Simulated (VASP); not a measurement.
Set up this calculation in VASP 6.6.1, as the native input.

```
Task                   : single point
Functional             : PBE
Potentials or basis    : VASP PAW PBE potentials, release 64 (Al, Cd, Si)
Cutoff                 : 520 eV
k mesh                 : 6 × 6 × 2
Occupations            : gaussian, width 0.1 eV
Spin                   : no spin polarisation
Dipole correction      : no
Further INCAR settings : ALGO = Normal; EDIFF = 1e-07; NBANDS = 21
```

The structure of Al2CdSi2 lies in POSCAR:

```
Al2CdSi2
1.0
    3.4698884700      0.0000000000      0.0000000000
   -1.7349442300      3.0050115600      0.0000000000
    0.0000000000      0.0000000000      8.3219147200
Al Cd Si
2 1 2
Direct
    0.0000000000      0.0000000000      0.6509187000
    0.0000000000      0.0000000000      0.3490813000
    0.0000000000      0.0000000000      0.0000000000
    0.3333333300      0.6666666700      0.0000000000
    0.6666666700      0.3333333300      0.0000000000
```

The input as run:

INCAR

```
PREC = Accurate
ENCUT = 520
EDIFF = 1E-7
ISMEAR = 0
SIGMA = 0.1
LREAL = F
LASPH = T
NELM = 100
ALGO = Normal
ISIF = 2
LWAVE = F
LCHARG = F
GGA = PE
NBANDS = 21
```

KPOINTS

```
regular mesh
0
Gamma
  6 6 2
```

Potentials or basis: VASP PAW PBE potentials, release 64 (Al, Cd, Si).

The run is started by

```console
$ cat potpaw_PBE.64/Al/POTCAR potpaw_PBE.64/Cd/POTCAR potpaw_PBE.64/Si/POTCAR > POTCAR
$ mpirun -np 1 vasp_std > vasp.out
```

Results of the run:

| Property | Result |
| --- | --- |
| Pressure | 104.3 GPa |
| Largest force | 0.082 eV/Å |
| Band gap on the k mesh | zero (band 13 reaches 8.37 eV, above the bottom of band 14 at 6.01 eV) |

Caveat: the k points lie up to 0.38 Å⁻¹ apart.

Run time: 15 s on 1 thread of Intel(R) Xeon(R) 6975P-C (Granite Rapids) (shared host), peak memory 0.22 GiB.
